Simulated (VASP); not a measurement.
Wanted: the native input for a VASP 6.6.1 run.

| Item | Value |
| --- | --- |
| Task | single point |
| Functional | PBE |
| Potentials or basis | VASP PAW PBE potentials, release 64 (Cu, O) |
| Cutoff | 600 eV |
| k mesh | 7 × 7 × 5 |
| Occupations | fermi-dirac, width 0.05 eV |
| Spin | no spin polarisation |
| Dipole correction | no |
| Further INCAR settings | ALGO = Normal; EDIFF = 1e-06; NBANDS = 25 |

The structure of CuO lies in POSCAR:

```
CuO
1.0
    3.4220509700     -0.0342205097      0.0000000000
   -0.0342205097      3.4220509700      0.0000000000
    0.0000000000      0.0000000000      4.2604614800
Cu O
2 2
Direct
    0.0000000000      0.5000000000      0.0000000000
    0.5000000000      0.0000000000      0.5000000000
    0.0000000000      0.0000000000      0.2500000000
    0.0000000000      0.0000000000      0.7500000000
```

These files were run (other wordings do the same):

INCAR

```
SYSTEM = CuO
PREC = Accurate
ENCUT = 600
EDIFF = 1E-6
ISMEAR = -1
SIGMA = 0.05
LREAL = .False.
LASPH = .True.
NELM = 120
ALGO = Normal
ISIF = 2
LWAVE = .False.
LCHARG = .False.
GGA = PE
NBANDS = 25
GGA_COMPAT = .False.
```

KPOINTS

```
regular mesh
0
Gamma
  7 7 5
  0 0 0
```

Potentials or basis: VASP PAW PBE potentials, release 64 (Cu, O).

Run with:

```bash
$ cat potpaw_PBE.64/Cu/POTCAR potpaw_PBE.64/O/POTCAR > POTCAR
$ mpirun -np 1 vasp_std > vasp.out
```

It gave:

```yaml
Pressure: -2.2 GPa
Band_gap_on_the_k_mesh: zero (band 17 reaches 4.65 eV, above the bottom of band 18 at 3.40 eV)
```

Caveat: semilocal functionals often make such compounds metallic where correlation or magnetic order opens a gap, which also shifts bond lengths.

It took 37 s on 1 thread of Intel(R) Xeon(R) Platinum 8559C (Emerald Rapids) (shared host), peak memory 0.2 GiB.
